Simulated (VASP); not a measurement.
# Ti (P6_3/mmc) in VASP: a series of runs

Ti is run at these levels: r2SCAN; tasks: single point.

All numbers are computed with VASP 6.6.1; they aren't measurements. Logs are shortened: lines on timing, memory, paths and dates and some standing lists are left out, and cuts for length are marked.

**1. The cell of the first run**

The structure is hexagonal, space group P6_3/mmc (No. 194). Conventional cell: a = 2.867 Å, b = 2.867 Å, c = 5.010 Å, α = 90.00°, β = 90.00°, γ = 120.00°. Within 3.8 Å of Ti (site symmetry -6m2) lie 12 Ti at 2.87 to 3.00 Å.

**2. Single point, r2SCAN**

POSCAR

```
Ti
1.0
    2.8666000000      0.0000000000      0.0000000000
   -1.4333000000      2.4825484225      0.0000000000
    0.0000000000      0.0000000000      5.0095000000
Ti
2
Direct
    0.3333333333      0.6666666667      0.2500000000
    0.6666666667      0.3333333333      0.7500000000
```

INCAR.step1

```
  PREC = Accurate
  ENCUT = 520
  ISMEAR = 1
  SIGMA = 0.05
  LREAL = False
  LASPH = True
  NELM = 100
  NBANDS = 19
  GGA = PE
  ALGO = Normal
  EDIFF = 1E-4
  LWAVE = True
  LCHARG = False
```

INCAR.step2

```
  PREC = Accurate
  ENCUT = 520
  EDIFF = 1E-7
  ISMEAR = 1
  SIGMA = 0.05
  LREAL = False
  LASPH = True
  NELM = 100
  ALGO = Normal
  ISIF = 2
  LWAVE = False
  LCHARG = False
  METAGGA = R2SCAN
  LMIXTAU = True
  NBANDS = 19
  ISTART = 1
```

KPOINTS

```
Automatic mesh
0
Gamma
  18 18 10
```

Potentials or basis: VASP PAW PBE potentials, release 64 (Ti_sv).

Run with:

```console
cat potpaw_PBE.64/Ti_sv/POTCAR > POTCAR
cp INCAR.step1 INCAR
mpirun -np 1 vasp_std > vasp.out
cp INCAR.step2 INCAR
mpirun -np 1 vasp_std > vasp.out
```

OUTCAR:

```text
PREC = Accurate
   ENCUT = 520
   EDIFF = 1E-7
   ISMEAR = 1
   LREAL = False
   LASPH = True
   NELM = 100
   ISIF = 2
   METAGGA = R2SCAN
   ISTART = 1

 ion  position               nearest neighbor table
   1  0.333  0.667  0.250-
   2  0.667  0.333  0.750-

  LATTYP: Found a hexagonal cell.
 ALAT       =     2.8666000000
 C/A-ratio  =     1.7475406405

  Lattice vectors:

 A1 = (   2.8666000000,   0.0000000000,   0.0000000000)
 A2 = (  -1.4333000000,   2.4825484225,   0.0000000000)
 A3 = (   0.0000000000,   0.0000000000,   5.0095000000)

Analysis of symmetry for initial positions (statically):
=====================================================================
 Subroutine PRICEL returns:
 Original cell was already a primitive cell.

 Routine SETGRP: Setting up the symmetry group for a
 hexagonal supercell.

 Subroutine GETGRP returns: Found 24 space group operations
 (whereof 12 operations were pure point group operations)
 out of a pool of 24 trial point group operations.

The static configuration has the point symmetry D_3d.
 The point group associated with its full space group is D_6h.

Analysis of symmetry for dynamics (positions and initial velocities):
=====================================================================
 Subroutine PRICEL returns:
 Original cell was already a primitive cell.

 Routine SETGRP: Setting up the symmetry group for a
 hexagonal supercell.

 Subroutine GETGRP returns: Found 24 space group operations
 (whereof 12 operations were pure point group operations)
 out of a pool of 24 trial point group operations.

The dynamic configuration has the point symmetry D_3d.
 The point group associated with its full space group is D_6h.

 Subroutine INISYM returns: Found 24 space group operations
 (whereof 12 operations are pure point group operations),
 and found     1 'primitive' translations

----------------------------------------------------------------------------------------

                                     Primitive cell

  volume of cell :      35.6500

  direct lattice vectors                    reciprocal lattice vectors
     2.866600000  0.000000000  0.000000000     0.348845322  0.201405941  0.000000000
    -1.433300000  2.482548422  0.000000000     0.000000000  0.402811881  0.000000000
     0.000000000  0.000000000  5.009500000     0.000000000  0.000000000  0.199620721

  length of vectors
     2.866600000  2.866600000  5.009500000     0.402811881  0.402811881  0.199620721

  position of ions in fractional coordinates (direct lattice)
     0.333333333  0.666666667  0.250000000
     0.666666667  0.333333333  0.750000000

  ion indices of the primitive-cell ions
   primitive index   ion index
                 1           1
                 2           2

----------------------------------------------------------------------------------------

 KPOINTS: Automatic mesh

Automatic generation of k-mesh.
 Grid dimensions read from file:
 generate k-points for:   18   18   10

 Generating k-lattice:

  Cartesian coordinates                     Fractional coordinates (reciprocal lattice)
     0.019380296  0.011189219  0.000000000     0.055555556  0.000000000  0.000000000
     0.000000000  0.022378438  0.000000000     0.000000000  0.055555556  0.000000000
     0.000000000  0.000000000  0.019962072     0.000000000  0.000000000  0.100000000

  Length of vectors
     0.022378438  0.022378438  0.019962072

  Shift w.r.t. Gamma in fractional coordinates (k-lattice)
     0.000000000  0.000000000  0.000000000

 Subroutine IBZKPT returns following result:
 ===========================================

 Found    222 irreducible k-points:

 Following reciprocal coordinates:
            Coordinates               Weight
  0.000000  0.000000  0.000000      1.000000
  0.055556 -0.000000  0.000000      6.000000
  0.111111 -0.000000  0.000000      6.000000
  0.166667  0.000000  0.000000      6.000000
  0.222222  0.000000  0.000000      6.000000
  0.277778  0.000000  0.000000      6.000000
[... 16 lines left out ...]
  0.333333  0.111111  0.000000     12.000000
  0.388889  0.111111  0.000000     12.000000
 [... further k-points ...]
   k-points           NKPTS =    222   k-points in BZ     NKDIM =    222   number of bands    NBANDS=     19
   number of dos      NEDOS =    301   number of ions     NIONS =      2
   total plane-waves  NPLWV =  23040
   dimension x,y,z NGX =    24 NGY =   24 NGZ =   40
   dimension x,y,z NGXF=    48 NGYF=   48 NGZF=   80
   ions per type =               2
   NGX,Y,Z   is equivalent  to a cutoff of  13.92, 13.92, 13.27 a.u.
   NGXF,Y,Z  is equivalent  to a cutoff of  27.84, 27.84, 26.55 a.u.
 SYSTEM =  unknown system
   PREC   = accura    normal or accurate (medium, high low for compatibility)
   ISTART =      1    job   : 0-new  1-cont  2-samecut
   ICHARG =      0    charge: 1-file 2-atom 10-const
   ISPIN  =      1    spin polarized calculation?
   LNONCOLLINEAR =      F non collinear calculations
   LSORBIT =      F    spin-orbit coupling
   LASPH  =      T    aspherical Exc in radial PAW
   ENCUT  =  520.0 eV  38.22 Ry    6.18 a.u.   5.33  5.33  9.31*2*pi/ulx,y,z
   NELM   =    100;   NELMIN=  2; NELMDL=  0     # of ELM steps
   EDIFF  = 0.1E-06   stopping-criterion for ELM
   LREAL  =      F    real-space projection
   EDIFFG = 0.1E-05   stopping-criterion for IOM
   NSW    =      0    number of steps for IOM
   IBRION =     -1    ionic relax: 0-MD 1-quasi-New 2-CG
   NFREE  =      0    steps in history (QN), initial steepest desc. (CG)
   ISIF   =      2    stress and relaxation
   ISYM   =      2    0-nonsym 1-usesym 2-fastsym
   POTIM  = 0.5000    time-step for ionic-motion
   TEBEG  =    0.0;   TEEND  =   0.0 temperature during run
   PSTRESS=    0.0 pullay stress
   NELECT =      24.0000    total number of electrons
   NUPDOWN=      -1.0000    fix difference up-down
   EMIN   =  10.00;   EMAX   =-10.00  energy-range for DOS
   EFERMI =   0.00;   METHOD = LEGACY
   ISMEAR =     1;   SIGMA  =   0.05  broadening in eV -4-tet -1-fermi 0-gaus
   EFERMI_NEDOS =   21; number of points for ismear=-14 and -15
   IALGO  =     38    algorithm
   IMIX   =      4    mixing-type and parameters
     AMIX     =   0.40;   BMIX     =  1.00
     AMIX_MAG =   1.60;   BMIX_MAG =  1.00
  volume/ion in A,a.u.               =      17.82       120.29
  Fermi-wavevector in a.u.,A,eV,Ry     =   1.434803  2.711384 28.009752  2.058659
  Thomas-Fermi vector in A             =   2.554171
   LORBIT       =      0    0 simple, 1 ext, 2 COOP (PROOUT), +10 PAW based schemes
   METAGGA = R2SCAN    functional components
   LHFCALC =     F    Hartree Fock is set to
   AEXX    =    0.0000 exact exchange contribution
   IVDW    =     0    specifies the selected vdW correction
   LEPSILON=     F    determine dielectric tensor
   LRPA    =     F    only Hartree local field effects (RPA)
 non-spin polarized calculation
 Methfessel and Paxton  Order N= 1 SIGMA  =   0.05
  energy-cutoff  :      520.00
  volume of cell :       35.65
 maximum number of plane-waves:       991
 NGX is ok and might be reduce to    24
   NGX = 11   NGY = 11   NGZ = 19

 number of electron      24.0000001 magnetization

 Free energy of the ion-electron system (eV)
  ---------------------------------------------------
  ext. energy  EPLUGINS =         0.00000000
  ---------------------------------------------------
  free energy    TOTEN  =       -25.80107797 eV

  energy without entropy =      -25.80128903  energy(sigma->0) =      -25.80114832

 E-fermi :   8.1273     XC(G=0): -12.2585

 val. band max:        8.1185047703   @ k =   0.3333   0.2222   0.3000
 cond. band min:       8.1316491901   @ k =   0.1667   0.0556   0.2000
 fundamental gap:      0.0131444198
 Fermi energy:         8.1272930763

 k-point     1 :       0.0000    0.0000    0.0000
  band No.  band energies     occupation
      1     -51.1165      2.00000
      2     -51.0290      2.00000
      3     -26.5750      2.00000
      4     -26.0326      2.00000
      5     -25.9552      2.00000
      6     -25.9551      2.00000
[... 11 lines left out ...]
     18      10.3990      0.00000
     19      11.4882      0.00000

 k-point     2 :       0.0556   -0.0000    0.0000
  band No.  band energies     occupation
      1     -51.1130      2.00000
      2     -51.0266      2.00000
      3     -26.5685      2.00000
      4     -26.0336      2.00000
      5     -25.9734      2.00000
      6     -25.9603      2.00000
[... 11 lines left out ...]
     18      10.3492      0.00000
     19      11.5069      0.00000

 k-point     3 :       0.1111   -0.0000    0.0000
  band No.  band energies     occupation
      1     -51.1027      2.00000
      2     -51.0198      2.00000
      3     -26.5495      2.00000
      4     -26.0368      2.00000
      5     -26.0263      2.00000
      6     -25.9748      2.00000
[... 11 lines left out ...]
     18      10.2165      0.00000
     19      11.5501      0.00000

 k-point     4 :       0.1667    0.0000    0.0000
  band No.  band energies     occupation
      1     -51.0867      2.00000
      2     -51.0095      2.00000
      3     -26.5193      2.00000
      4     -26.1075      2.00000
      5     -26.0529      2.00000
      6     -26.0426      2.00000
[... 11 lines left out ...]
     18      10.0354      0.00000
     19      11.5960      0.00000

 k-point     5 :       0.2222    0.0000    0.0000
  band No.  band energies     occupation
      1     -51.0667      2.00000
      2     -50.9972      2.00000
      3     -26.4804      2.00000
      4     -26.2072      2.00000
      5     -26.1497      2.00000
      6     -26.0516      2.00000
[... 11 lines left out ...]
     18      10.3609      0.00000
     19      11.6312      0.00000
[... 334 lines left out ...]
      2     -50.9808      2.00000
      3     -26.4212      2.00000
      4     -26.3149      2.00000
      5     -26.2750      2.00000
      6     -26.0698      2.00000
[... 11 lines left out ...]
     18      11.1384      0.00000
     19      11.5323      0.00000

 k-point    22 :       0.2778    0.1111    0.0000
  band No.  band energies     occupation
      1     -51.0177      2.00000
      2     -50.9705      2.00000
      3     -26.4047      2.00000
      4     -26.3757      2.00000
      5     -26.3491      2.00000
      6     -26.1046      2.00000
[... 11 lines left out ...]
     18      11.5194      0.00000
     19      11.6590      0.00000

 k-point    23 :       0.3333    0.1111    0.0000
  band No.  band energies     occupation
      1     -51.0001      2.00000
      2     -50.9631      2.00000
      3     -26.4775      2.00000
      4     -26.4091      2.00000
      5     -26.3325      2.00000
      6     -26.1328      2.00000
[... 11 lines left out ...]
     18      11.5716      0.00000
     19      12.1741      0.00000

 k-point    24 :       0.3889    0.1111    0.0000
  band No.  band energies     occupation
      1     -50.9877      2.00000
      2     -50.9592      2.00000
      3     -26.5247      2.00000
      4     -26.4480      2.00000
      5     -26.2984      2.00000
      6     -26.1511      2.00000
[... 11 lines left out ...]
     18      11.7229      0.00000
     19      12.6554      0.00000

 [... further k-points ...]

------------------------ aborting loop because EDIFF is reached ----------------------------------------

  FORCE on cell =-STRESS in cart. coord.  units (eV):
  Direction    XX          YY          ZZ          XY          YZ          ZX
  --------------------------------------------------------------------------------------
  -------------------------------------------------------------------------------------
  Total        0.2934181      0.2934181     -2.5399257      0.0000000     -0.0000000      0.0000000
  in kB       13.1867654     13.1867654   -114.1490750      0.0000000     -0.0000000      0.0000000
  external PRESSURE =     -29.2585147 kB  Pullay stress =       0.0000000 kB

 VOLUME and BASIS-vectors are now :
 -----------------------------------------------------------------------------
  energy-cutoff  :      520.00
  volume of cell :       35.65
      direct lattice vectors                 reciprocal lattice vectors
     2.866600000  0.000000000  0.000000000     0.348845322  0.201405941  0.000000000
    -1.433300000  2.482548422  0.000000000     0.000000000  0.402811881  0.000000000
     0.000000000  0.000000000  5.009500000     0.000000000  0.000000000  0.199620721

 POSITION                                       TOTAL-FORCE (eV/Angst)
 -----------------------------------------------------------------------------------
     -0.00000      1.65503      1.25238         0.000000     -0.000000      0.000000
      1.43330      0.82752      3.75713        -0.000000      0.000000      0.000000
 -----------------------------------------------------------------------------------
    total drift:                                0.000000     -0.000000      0.000000

  FREE ENERGIE OF THE ION-ELECTRON SYSTEM (eV)
  ---------------------------------------------------
  free  energy   TOTEN  =       -25.8010779678 eV

  energy  without entropy=      -25.8012890295  energy(sigma->0) =      -25.80114832
```

Wall time 5.4 min (1 thread of Intel Xeon Platinum 8488C (Sapphire Rapids), shared host); peak memory 0.25 GiB.

What came out:

| Quantity | Value |
| --- | --- |
| Free energy | -25.8011 eV |
| Pressure | -2.9 GPa |
| Band gap on the k mesh | zero (band 12 reaches 8.46 eV, above the bottom of band 13 at 7.79 eV) |

Levels at points of the mesh, in eV from the Fermi level:
| k point | band 10 | band 11 | band 12 | band 13 | band 14 | band 15 |
| --- | --- | --- | --- | --- | --- | --- |
| (0.00, 0.00, 0.00) | -2.91 | -0.39 | 0.33 | 0.96 | 0.96 | 1.32 |
| (0.50, 0.00, 0.00) | -2.19 | -1.97 | -0.46 | 0.32 | 0.87 | 1.11 |
| (0.00, 0.00, 0.50) | -4.88 | -0.34 | -0.34 | 0.99 | 0.99 | 0.99 |
| (0.50, 0.00, 0.50) | -2.60 | -1.03 | -1.03 | 1.30 | 1.30 | 2.15 |

Caveat: the PAW data sets were made with another functional, which shifts forces and pressure a little.

(Continued in part 2 of 2.)
